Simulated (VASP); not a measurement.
# TiN (Fm-3m) in VASP: further runs, part 2 of 2

VASP 6.6.1.

## Step 4: Relaxation of cell and atoms, LDA

This run uses another cell than the first one, of 9.08 Å³/atom.

INCAR

```
SYSTEM = TiN
PREC     = Accurate       ! precision mode
ENCUT    = 600            ! plane-wave cutoff, eV
EDIFF    = 1E-6           ! SCF threshold, eV
ISMEAR   = 0              ! smearing method
SIGMA    = 0.1            ! smearing width, eV
LREAL    = .FALSE.        ! projectors in reciprocal space
LASPH    = .TRUE.         ! aspherical terms in the spheres
NELM     = 80             ! most SCF steps
ALGO     = Normal         ! electronic algorithm
ISIF     = 3              ! what is computed and relaxed
LWAVE    = .FALSE.        ! write WAVECAR
LCHARG   = .FALSE.        ! write CHGCAR
IBRION   = 2              ! ionic algorithm
NSW      = 100            ! ionic steps
EDIFFG   = -0.005         ! ionic threshold
```

KPOINTS

```
Automatic mesh
0
G
  18 18 18
  0 0 0
```

POSCAR

```
TiN
1.0
    0.0000000000      2.0863609778      2.0863609778
    2.0863609778      0.0000000000      2.0863609778
    2.0863609778      2.0863609778      0.0000000000
Ti N
1 1
Direct
    0.0000000000      0.0000000000      0.0000000000
    0.5000000000      0.5000000000      0.5000000000
```

Potentials or basis: VASP PAW LDA potentials, release 64 (Ti_sv, N).

Started as:

```
> cat potpaw_LDA.64/Ti_sv/POTCAR potpaw_LDA.64/N/POTCAR > POTCAR
> mpirun -np 1 vasp_std > vasp.out
```

OUTCAR:

```text
SYSTEM = TiN
   PREC = Accurate
   ENCUT = 600
   EDIFF = 1E-6
   ISMEAR = 0
   LREAL = .FALSE.
   LASPH = .TRUE.
   NELM = 80
   ISIF = 3
   IBRION = 2
   NSW = 100
   EDIFFG = -0.005

 ion  position               nearest neighbor table
   1  0.000  0.000  0.000-   2 2.09   2 2.09   2 2.09   2 2.09   2 2.09   2 2.09
   2  0.500  0.500  0.500-   1 2.09   1 2.09   1 2.09   1 2.09   1 2.09   1 2.09

  LATTYP: Found a face centered cubic cell.
 ALAT       =     4.1727219556

  Lattice vectors:

 A1 = (   0.0000000000,   2.0863609778,   2.0863609778)
 A2 = (   2.0863609778,   0.0000000000,   2.0863609778)
 A3 = (   2.0863609778,   2.0863609778,   0.0000000000)

Analysis of symmetry for initial positions (statically):
=====================================================================
 Subroutine PRICEL returns:
 Original cell was already a primitive cell.

 Routine SETGRP: Setting up the symmetry group for a
 face centered cubic supercell.

 Subroutine GETGRP returns: Found 48 space group operations
 (whereof 48 operations were pure point group operations)
 out of a pool of 48 trial point group operations.

The static configuration has the point symmetry O_h .

Analysis of symmetry for dynamics (positions and initial velocities):
=====================================================================
 Subroutine PRICEL returns:
 Original cell was already a primitive cell.

 Routine SETGRP: Setting up the symmetry group for a
 face centered cubic supercell.

 Subroutine GETGRP returns: Found 48 space group operations
 (whereof 48 operations were pure point group operations)
 out of a pool of 48 trial point group operations.

The dynamic configuration has the point symmetry O_h .

 Subroutine INISYM returns: Found 48 space group operations
 (whereof 48 operations are pure point group operations),
 and found     1 'primitive' translations

----------------------------------------------------------------------------------------

[... 129 lines left out ...]
   NGX = 11   NGY = 11   NGZ = 11

--------------------------------------- Ionic step        1  -------------------------------------------

 number of electron      16.9999996 magnetization

 Free energy of the ion-electron system (eV)
  ---------------------------------------------------
  ext. energy  EPLUGINS =         0.00000000
  ---------------------------------------------------
  free energy    TOTEN  =       -21.67373007 eV

  energy without entropy =      -21.66987637  energy(sigma->0) =      -21.67180322

------------------------ aborting loop because EDIFF is reached ----------------------------------------

  FORCE on cell =-STRESS in cart. coord.  units (eV):
  Direction    XX          YY          ZZ          XY          YZ          ZX
  --------------------------------------------------------------------------------------
  -------------------------------------------------------------------------------------
  Total        0.0817719      0.0817719      0.0817719      0.0000000     -0.0000000     -0.0000000
  in kB        7.2130107      7.2130107      7.2130107      0.0000000     -0.0000000     -0.0000000
  external PRESSURE =       7.2130107 kB  Pullay stress =       0.0000000 kB
[... 59 lines left out ...]
--------------------------------------- Ionic step        3  -------------------------------------------

 number of electron      16.9999996 magnetization

 Free energy of the ion-electron system (eV)
  ---------------------------------------------------
  ext. energy  EPLUGINS =         0.00000000
  ---------------------------------------------------
  free energy    TOTEN  =       -21.67383110 eV

  energy without entropy =      -21.66996307  energy(sigma->0) =      -21.67189709

 E-fermi :  11.8170     XC(G=0): -13.6302

 val. band max:       11.7818514434   @ k =   0.5000   0.2222   0.0000
 cond. band min:      11.8240778306   @ k =   0.1111   0.0556   0.0000
 fundamental gap:      0.0422263871
 Fermi energy:        11.8170326243

 k-point     1 :       0.0000    0.0000    0.0000
  band No.  band energies     occupation
      1     -45.2537      2.00000
      2     -21.5721      2.00000
      3     -21.5721      2.00000
      4     -21.5721      2.00000
      5      -5.2905      2.00000
      6       9.7672      2.00000
      7       9.7672      2.00000
      8       9.7672      2.00000
      9      11.1377      2.00000
     10      11.1377      2.00000
     11      11.1377      2.00000
     12      12.4231      0.00000
[... 331 lines left out ...]
 k-point    24 :      -0.2222    0.0556    0.0000
  band No.  band energies     occupation
      1     -45.1918      2.00000
      2     -21.9592      2.00000
      3     -21.6304      2.00000
      4     -21.5934      2.00000
      5      -4.1441      2.00000
      6       6.2145      2.00000
      7       7.2388      2.00000
      8       7.5772      2.00000
      9      12.0551      0.00076
     10      12.2967      0.00000
     11      12.8186      0.00000
     12      14.9700      0.00000

 [... further k-points ...]
[... 5 lines left out ...]
  --------------------------------------------------------------------------------------
  -------------------------------------------------------------------------------------
  Total       -0.0022942     -0.0022942     -0.0022942      0.0000000      0.0000000      0.0000000
  in kB       -0.2018955     -0.2018955     -0.2018955      0.0000000      0.0000000      0.0000000
  external PRESSURE =      -0.2018955 kB  Pullay stress =       0.0000000 kB
[... 17 lines left out ...]
  FREE ENERGIE OF THE ION-ELECTRON SYSTEM (eV)
  ---------------------------------------------------
  free  energy   TOTEN  =       -21.6738311001 eV

  energy  without entropy=      -21.6699630740  energy(sigma->0) =      -21.67189709

 reached required accuracy - stopping structural energy minimisation
```

CONTCAR:

```text
TiN
   1.00000000000000
    -0.0000000000000000    2.0879798000626222    2.0879798000626222
     2.0879798000626222   -0.0000000000000000    2.0879798000626222
     2.0879798000626222    2.0879798000626222   -0.0000000000000000
  Ti              N
     1     1
Direct
     0.0000000000000000    0.0000000000000000    0.0000000000000000
     0.5000000000000000    0.5000000000000000    0.5000000000000000

  0.00000000E+00  0.00000000E+00  0.00000000E+00
  0.00000000E+00  0.00000000E+00  0.00000000E+00
```

Run time: 2.2 min. Hardware: 1 thread of AMD EPYC 9R45 (Zen 5), shared host; peak memory 0.15 GiB.

Results:

* Free energy: -21.6738 eV
* Relaxed volume: 9.10 Å³/atom
* Relaxed cell: a = 2.953 Å, b = 2.953 Å, c = 2.953 Å, α = 60.00°, β = 60.00°, γ = 60.00°
* Space group after relaxing (to 0.1 Å): Fm-3m (No. 225)
* Energy gained by relaxing: 0.1 meV/atom
* Ionic steps: 3
* Pressure after relaxing: 0.0 GPa
* Band gap on the k mesh: zero (an odd number of electrons rules out a gap without spin polarisation)

Step by step:
```csv
step,energy change (eV),largest force (eV/Å),pressure (GPa),volume (Å³)
1,0.0000,0.0000,0.72,18.16
2,0.0001,0.0000,-1.06,18.27
3,-0.0001,0.0000,-0.02,18.21
```

Final structure:
```
CELL_PARAMETERS angstrom
0.00000 2.08798 2.08798
2.08798 0.00000 2.08798
2.08798 2.08798 0.00000
ATOMIC_POSITIONS crystal
Ti 0.00000 0.00000 0.00000
N 0.50000 0.50000 0.50000
```

Levels at points of the mesh, in eV from the Fermi level:
```csv
k point,band 6,band 7,band 8,band 9,band 10,band 11,band 12
"(0.00, 0.00, 0.00)",-2.05,-2.05,-2.05,-0.68,-0.68,-0.68,0.61
"(0.50, 0.00, 0.00)",-8.34,-5.72,-5.72,1.82,1.82,2.56,6.14
"(0.50, 0.50, 0.00)",-5.86,-3.30,-3.24,-3.24,1.76,2.59,2.59
```

## Step 5: Single point, LDA

This run uses another cell than the first one, of 9.07 Å³/atom.

INCAR

```
PREC = Accurate
ENCUT = 520
EDIFF = 1E-6
ISMEAR = 0
SIGMA = 0.1
LREAL = False
LASPH = True
NELM = 60
ALGO = Normal
ISIF = 2
LWAVE = False
LCHARG = False
ISYM = 0
NBANDS = 16
```

KPOINTS

```
regular mesh
0
Gamma
  12 12 16
```

POSCAR

```
TiN
1.0
    2.9496626303      0.0000000000      0.0000000000
    0.0000000000      2.9496626303      0.0000000000
    1.4748313151      1.4748313151      2.0857264481
Ti N
1 1
Direct
    0.0000000000      0.0000000000      0.0000000000
    0.5000000000      0.5000000000      0.0000000000
```

Started as:

```
> cat potpaw_LDA.64/Ti_sv/POTCAR potpaw_LDA.64/N/POTCAR > POTCAR
> mpirun -np 1 vasp_std > vasp.out
```

Run time: 8.3 min. Hardware: 1 thread of AMD EPYC 9R45 (Zen 5), shared host; peak memory 0.38 GiB.

Results (log left out):

```
Free energy            : -21.6751 eV
Pressure               : 1.1 GPa
Band gap on the k mesh : zero (an odd number of electrons rules out a gap without spin polarisation)
```

Levels at points of the mesh, in eV from the Fermi level:
| k point | band 4 | band 5 | band 6 | band 7 | band 8 | band 9 | band 10 | band 11 | band 12 | band 13 |
| --- | --- | --- | --- | --- | --- | --- | --- | --- | --- | --- |
| (0.00, 0.00, 0.00) | -33.35 | -17.09 | -2.02 | -2.02 | -2.02 | -0.66 | -0.65 | -0.65 | 0.64 | 0.64 |
| (0.50, 0.00, 0.00) | -33.42 | -14.34 | -8.33 | -5.70 | -5.70 | 1.86 | 1.86 | 2.60 | 6.19 | 6.20 |
| (0.00, 0.50, 0.00) | -33.42 | -14.34 | -8.33 | -5.70 | -5.70 | 1.86 | 1.86 | 2.60 | 6.19 | 6.20 |
| (0.50, 0.50, 0.00) | -33.60 | -15.65 | -5.83 | -3.29 | -3.21 | -3.21 | 1.80 | 2.63 | 2.63 | 4.10 |
| (0.00, 0.00, 0.50) | -33.60 | -15.65 | -5.83 | -3.28 | -3.21 | -3.21 | 1.80 | 2.63 | 2.63 | 4.10 |
| (0.50, 0.00, 0.50) | -33.42 | -14.34 | -8.33 | -5.70 | -5.70 | 1.86 | 1.86 | 2.60 | 6.19 | 6.20 |
| (0.00, 0.50, 0.50) | -33.42 | -14.34 | -8.33 | -5.70 | -5.70 | 1.86 | 1.86 | 2.60 | 6.19 | 6.20 |
| (0.50, 0.50, 0.50) | -33.61 | -15.65 | -5.83 | -3.29 | -3.21 | -3.21 | 1.79 | 2.63 | 2.63 | 4.10 |

## Step 6: Overview

| task | cell | k mesh | cutoff (eV) | gap on the mesh (eV) | pressure (GPa) | relaxed volume (Å³/atom) |
| --- | --- | --- | --- | --- | --- | --- |
| relaxation of cell and atoms | relaxed from a = 2.997 Å, angles 60.0°, 2 atoms, atomic positions A | 8 × 8 × 8 | 600 | none | -0.2 | 9.12 |
| single point | a = 2.950 Å, angles 60.0°, 2 atoms, atomic positions A | 18 × 18 × 18 | 520 | none | 1.1 | - |
| relaxation of cell and atoms | relaxed from a = 2.951 Å, angles 60.0°, 2 atoms, atomic positions A | 18 × 18 × 18 | 600 | none | 0.0 | 9.10 |
| single point | a = 2.950 Å, angles 60.0, 60.0, 90.0°, 2 atoms, atomic positions B | 12 × 12 × 16 | 520 | none | 1.1 | - |

Alike in all rows: level LDA; potentials or basis VASP PAW LDA potentials, release 64 (Ti_sv, N); no spin polarisation; smearing gaussian 0.1 eV.

Absolute energies hang on the potentials; compare differences alone.
